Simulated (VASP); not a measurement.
# Al5P4 in VASP: relaxation of the atoms with PBE

Aim: the relaxation of the atoms of Al5P4 with PBE.

Everything below comes from runs of VASP 6.6.1. Logs are shortened: lines on timing, memory, paths and dates and some standing lists are left out, and cuts for length are marked.

## (1) The cell of the first run

The cell holds a slab with vacuum, 9 atoms: a = 3.894 Å, b = 3.894 Å, c = 26.014 Å, α = 90.00°, β = 90.00°, γ = 90.00°.

## (2) Relaxation of the atoms, PBE

Contents of INCAR:

```
SYSTEM = Al5P4
  ALGO = Normal
  DIPOL = 0.5 0.5 0.500
  EDIFF = 1E-7
  EDIFFG = -0.02
  ENCUT = 450
  GGA = PE
  GGA_COMPAT = .FALSE.
  IBRION = 2
  IDIPOL = 3
  ISIF = 2
  ISMEAR = 0
  LASPH = .TRUE.
  LCHARG = .FALSE.
  LDIPOL = .TRUE.
  LREAL = .FALSE.
  LWAVE = .FALSE.
  NELM = 120
  NELMDL = -8
  NELMIN = 4
  NSW = 80
  PREC = Accurate
  SIGMA = 0.05
```

Contents of KPOINTS:

```
k-points
0
G
  7 7 1
  0 0 0
```

Contents of POSCAR:

```
Al5P4
1.0
    3.8938964222      0.0000000000      0.0000000000
    0.0000000000      3.8938964222      0.0000000000
    0.0000000000      0.0000000000     26.0136022615
Al P
5 4
Direct
    0.5000000000      0.5000000000      0.2883107047
    0.0000000000      0.0000000000      0.3941553524
    0.5000000000      0.5000000000      0.5000000000
    0.0000000000      0.0000000000      0.6058446476
    0.5000000000      0.5000000000      0.7116892953
    0.5000000000      0.0000000000      0.3412330285
    0.0000000000      0.5000000000      0.4470776762
    0.5000000000      0.0000000000      0.5529223238
    0.0000000000      0.5000000000      0.6587669715
```

Potentials or basis: VASP PAW PBE potentials, release 64 (Al, P).

Run with:

```
$ cat potpaw_PBE.64/Al/POTCAR potpaw_PBE.64/P/POTCAR > POTCAR
$ mpirun -np 1 vasp_std > vasp.out
```

OUTCAR:

```text
SYSTEM = Al5P4
   EDIFF = 1E-7
   EDIFFG = -0.02
   ENCUT = 450
   GGA = PE
   IBRION = 2
   ISIF = 2
   ISMEAR = 0
   LASPH = .TRUE.
   LREAL = .FALSE.
   NELM = 120
   NELMDL = -8
   NELMIN = 4
   NSW = 80
   PREC = Accurate

 ion  position               nearest neighbor table
   1  0.500  0.500  0.288-   6 2.38   6 2.38
   2  0.000  0.000  0.394-   7 2.38   7 2.38   6 2.38   6 2.38
   3  0.500  0.500  0.500-   7 2.38   8 2.38   8 2.38   7 2.38
   4  0.000  0.000  0.606-   8 2.38   8 2.38   9 2.38   9 2.38
   5  0.500  0.500  0.712-   9 2.38   9 2.38
   6  0.500  0.000  0.341-   1 2.38   1 2.38   2 2.38   2 2.38
   7  0.000  0.500  0.447-   3 2.38   3 2.38   2 2.38   2 2.38
   8  0.500  0.000  0.553-   3 2.38   3 2.38   4 2.38   4 2.38
   9  0.000  0.500  0.659-   5 2.38   5 2.38   4 2.38   4 2.38

  LATTYP: Found a simple tetragonal cell.
 ALAT       =     3.8938964222
 C/A-ratio  =     6.6806097135

  Lattice vectors:

 A1 = (   3.8938964222,   0.0000000000,   0.0000000000)
 A2 = (   0.0000000000,   3.8938964222,   0.0000000000)
 A3 = (   0.0000000000,   0.0000000000,  26.0136022615)

Analysis of symmetry for initial positions (statically):
=====================================================================
 Subroutine PRICEL returns:
 Original cell was already a primitive cell.

 Routine SETGRP: Setting up the symmetry group for a
 simple tetragonal supercell.

 Subroutine GETGRP returns: Found  8 space group operations
 (whereof  8 operations were pure point group operations)
 out of a pool of 16 trial point group operations.

The static configuration has the point symmetry D_2d.

Analysis of symmetry for dynamics (positions and initial velocities):
=====================================================================
 Subroutine PRICEL returns:
 Original cell was already a primitive cell.

 Routine SETGRP: Setting up the symmetry group for a
 simple tetragonal supercell.

 Subroutine GETGRP returns: Found  8 space group operations
 (whereof  8 operations were pure point group operations)
 out of a pool of 16 trial point group operations.

The dynamic configuration has the point symmetry D_2d.

 Subroutine INISYM returns: Found  8 space group operations
 (whereof  8 operations are pure point group operations),
 and found     1 'primitive' translations

----------------------------------------------------------------------------------------

                                     Primitive cell

  volume of cell :     394.4294

  direct lattice vectors                    reciprocal lattice vectors
     3.893896422  0.000000000  0.000000000     0.256812173  0.000000000  0.000000000
     0.000000000  3.893896422  0.000000000     0.000000000  0.256812173  0.000000000
     0.000000000  0.000000000 26.013602262     0.000000000  0.000000000  0.038441427

  length of vectors
     3.893896422  3.893896422 26.013602262     0.256812173  0.256812173  0.038441427

  position of ions in fractional coordinates (direct lattice)
     0.500000000  0.500000000  0.288310705
     0.000000000  0.000000000  0.394155352
     0.500000000  0.500000000  0.500000000
     0.000000000  0.000000000  0.605844648
     0.500000000  0.500000000  0.711689295
     0.500000000  0.000000000  0.341233028
     0.000000000  0.500000000  0.447077676
     0.500000000  0.000000000  0.552922324
     0.000000000  0.500000000  0.658766972

  ion indices of the primitive-cell ions
   primitive index   ion index
                 1           1
                 2           2
                 3           3
                 4           4
                 5           5
                 6           6
                 7           7
                 8           8
                 9           9

----------------------------------------------------------------------------------------

[... 59 lines left out ...]
   NFREE  =      1    steps in history (QN), initial steepest desc. (CG)
   ISIF   =      2    stress and relaxation
   ISYM   =      2    0-nonsym 1-usesym 2-fastsym
   POTIM  = 0.5000    time-step for ionic-motion
   TEBEG  =    0.0;   TEEND  =   0.0 temperature during run
   PSTRESS=    0.0 pullay stress
   NELECT =      35.0000    total number of electrons
   NUPDOWN=      -1.0000    fix difference up-down
   EMIN   =  10.00;   EMAX   =-10.00  energy-range for DOS
   EFERMI =   0.00;   METHOD = LEGACY
   ISMEAR =     0;   SIGMA  =   0.05  broadening in eV -4-tet -1-fermi 0-gaus
   EFERMI_NEDOS =   21; number of points for ismear=-14 and -15
   IALGO  =     38    algorithm
   IMIX   =      4    mixing-type and parameters
     AMIX     =   0.40;   BMIX     =  1.00
     AMIX_MAG =   1.60;   BMIX_MAG =  1.00
  volume/ion in A,a.u.               =      43.83       295.75
  Fermi-wavevector in a.u.,A,eV,Ry     =   0.730199  1.379876  7.254493  0.533190
  Thomas-Fermi vector in A             =   1.822109
   LORBIT       =      0    0 simple, 1 ext, 2 COOP (PROOUT), +10 PAW based schemes
   GGA     = PE    functional components
   LHFCALC =     F    Hartree Fock is set to
   AEXX    =    0.0000 exact exchange contribution
   IVDW    =     0    specifies the selected vdW correction
   LEPSILON=     F    determine dielectric tensor
   LRPA    =     F    only Hartree local field effects (RPA)
 conjugate gradient relaxation of ions
 non-spin polarized calculation
 Gauss-broadening in eV      SIGMA  =   0.05
  energy-cutoff  :      450.00
  volume of cell :      394.43
 maximum number of plane-waves:      8593
 NGX is ok and might be reduce to    28
   NGX = 13   NGY = 13   NGZ = 89

--------------------------------------- Ionic step        1  -------------------------------------------

 number of electron      35.0000003 magnetization

 Free energy of the ion-electron system (eV)
  ---------------------------------------------------
  ext. energy  EPLUGINS =         0.00000000
  ---------------------------------------------------
  free energy    TOTEN  =       -41.44645887 eV

  energy without entropy =      -41.43866770  energy(sigma->0) =      -41.44256328

------------------------ aborting loop because EDIFF is reached ----------------------------------------

  FORCE on cell =-STRESS in cart. coord.  units (eV):
  Direction    XX          YY          ZZ          XY          YZ          ZX
  --------------------------------------------------------------------------------------
  -------------------------------------------------------------------------------------
  Total       -1.4176736     -1.4176736      1.1164882      0.0000000      0.0000000      0.0000000
  in kB       -5.7586084     -5.7586084      4.5351895      0.0000000      0.0000000      0.0000000
  external PRESSURE =      -2.3273424 kB  Pullay stress =       0.0000000 kB
[... 30 lines left out ...]
--------------------------------------- Ionic step        2  -------------------------------------------

 number of electron      35.0000002 magnetization

 E-fermi :   0.0112     XC(G=0):  -5.1178

 val. band max:       -0.0177568991   @ k =   0.2857   0.1429   0.0000
 cond. band min:       0.0266422614   @ k =   0.4286   0.4286   0.0000
 fundamental gap:      0.0443991605
 Fermi energy:         0.0112380898

 k-point     1 :       0.0000    0.0000    0.0000
  band No.  band energies     occupation
      1     -12.0993      2.00000
      2     -11.6820      2.00000
      3     -11.0212      2.00000
      4     -10.3233      2.00000
      5      -5.9097      2.00000
      6      -5.1778      2.00000
[... 318 lines left out ...]
  FREE ENERGIE OF THE ION-ELECTRON SYSTEM (eV)
  ---------------------------------------------------
  free  energy   TOTEN  =       -41.4667924744 eV

  energy  without entropy=      -41.4627036077  energy(sigma->0) =      -41.46474804

[... ionic steps 4 to 10 ...]

--------------------------------------- Ionic step       11  -------------------------------------------

 number of electron      35.0000003 magnetization

------------------------ aborting loop because EDIFF is reached ----------------------------------------
[... 38 lines left out ...]
--------------------------------------- Ionic step       12  -------------------------------------------

 number of electron      35.0000004 magnetization

 dipolmoment           0.000000      0.000000      0.000000 electrons x Angstroem

------------------------ aborting loop because EDIFF is reached ----------------------------------------

  FORCE on cell =-STRESS in cart. coord.  units (eV):
  Direction    XX          YY          ZZ          XY          YZ          ZX
  --------------------------------------------------------------------------------------
  -------------------------------------------------------------------------------------
  Total       -1.9284507     -1.9284507     -0.0510317      0.0000000      0.0000000      0.0000000
  in kB       -7.8333915     -7.8333915     -0.2072915      0.0000000      0.0000000      0.0000000
  external PRESSURE =      -5.2913582 kB  Pullay stress =       0.0000000 kB
[... 30 lines left out ...]
--------------------------------------- Ionic step       13  -------------------------------------------

 number of electron      35.0000003 magnetization

 dipolmoment           0.000000      0.000000     -0.000000 electrons x Angstroem

 Free energy of the ion-electron system (eV)
  ---------------------------------------------------
  ext. energy  EPLUGINS =         0.00000000
  ---------------------------------------------------
  free energy    TOTEN  =       -41.47108892 eV

  energy without entropy =      -41.46771887  energy(sigma->0) =      -41.46940390

 E-fermi :  -0.0130     XC(G=0):  -5.1565

 val. band max:       -0.0584070117   @ k =   0.2857   0.1429   0.0000
 cond. band min:       0.0338849960   @ k =   0.4286   0.4286   0.0000
 fundamental gap:      0.0922920076
 Fermi energy:        -0.0129735040

 k-point     1 :       0.0000    0.0000    0.0000
  band No.  band energies     occupation
      1     -12.0487      2.00000
      2     -11.5921      2.00000
      3     -10.9414      2.00000
      4     -10.2789      2.00000
      5      -5.8839      2.00000
      6      -5.1618      2.00000
[... 239 lines left out ...]
     21       1.7276      0.00000
     22       1.8136      0.00000

------------------------ aborting loop because EDIFF is reached ----------------------------------------

 vacuum level on the upper side and lower side of the slab       (xc-potential included)        -0.117        -0.117

  FORCE on cell =-STRESS in cart. coord.  units (eV):
  Direction    XX          YY          ZZ          XY          YZ          ZX
  --------------------------------------------------------------------------------------
  -------------------------------------------------------------------------------------
  Total       -1.9084168     -1.9084168      0.0040607      0.0000000      0.0000000      0.0000000
  in kB       -7.7520137     -7.7520137      0.0164947      0.0000000      0.0000000      0.0000000
  external PRESSURE =      -5.1625109 kB  Pullay stress =       0.0000000 kB
[... 24 lines left out ...]
  FREE ENERGIE OF THE ION-ELECTRON SYSTEM (eV)
  ---------------------------------------------------
  free  energy   TOTEN  =       -41.4710889241 eV

  energy  without entropy=      -41.4677188687  energy(sigma->0) =      -41.46940390

 reached required accuracy - stopping structural energy minimisation

 vacuum level on the upper side and lower side of the slab         4.846         4.846
```

Run time: 16 min. Hardware: 1 thread of Oxide Virtual Turin-like, shared host; peak memory 0.38 GiB.

Results:

```yaml
Free_energy: -41.4711 eV
Energy_gained_by_relaxing: 2.7 meV/atom
Ionic_steps: 13
Largest_force_after_relaxing: 0.007 eV/Å
Band_gap_on_the_k_mesh: zero (an odd number of electrons rules out a gap without spin polarisation)
```

Forces in eV/Å, atoms in the order of the input:
```
Al   0.000  0.000 -0.005
Al   0.000  0.000  0.007
Al   0.000  0.000  0.000
Al   0.000  0.000 -0.007
Al   0.000  0.000  0.005
P    0.000  0.000 -0.002
P    0.000  0.000  0.004
P    0.000  0.000 -0.004
P    0.000  0.000  0.002
```

Step by step:
| step | energy change (eV) | largest force (eV/Å) | pressure (GPa) |
| --- | --- | --- | --- |
| 1 | 0.0000 | 0.3424 | -0.23 |
| 2 | -0.0145 | 0.2122 | -0.28 |
| 3 | -0.0203 | 0.1031 | -0.33 |
| 4 | -0.0227 | 0.0551 | -0.36 |
| 5 | -0.0233 | 0.0497 | -0.38 |
| 6 | -0.0235 | 0.0236 | -0.39 |
| 7 | -0.0235 | 0.0331 | -0.40 |
| 8 | -0.0238 | 0.0297 | -0.41 |
| 9 | -0.0243 | 0.0223 | -0.45 |
| 10 | -0.0243 | 0.0511 | -0.54 |
| 11 | -0.0245 | 0.0275 | -0.50 |
| 12 | -0.0246 | 0.0228 | -0.53 |
| 13 | -0.0246 | 0.0073 | -0.52 |

Final structure:
```yaml
crystal:
  lattice:
    - [3.89390, 0.00000, 0.00000]
    - [0.00000, 3.89390, 0.00000]
    - [0.00000, 0.00000, 26.01360]
  atoms:
    - { symbol: Al, position: [0.50000, 0.50000, 0.28570] }
    - { symbol: Al, position: [0.00000, 0.00000, 0.39438] }
    - { symbol: Al, position: [0.50000, 0.50000, 0.50000] }
    - { symbol: Al, position: [0.00000, 0.00000, 0.60562] }
    - { symbol: Al, position: [0.50000, 0.50000, 0.71430] }
    - { symbol: P, position: [0.50000, 0.00000, 0.34112] }
    - { symbol: P, position: [0.00000, 0.50000, 0.44707] }
    - { symbol: P, position: [0.50000, 0.00000, 0.55293] }
    - { symbol: P, position: [0.00000, 0.50000, 0.65888] }
```

Caveat: an odd number of electrons without spin polarisation forces a metal; a magnetic or distorted state may lie lower.

The gap in the log of VASP goes by the Fermi energy; the results here count the filled bands.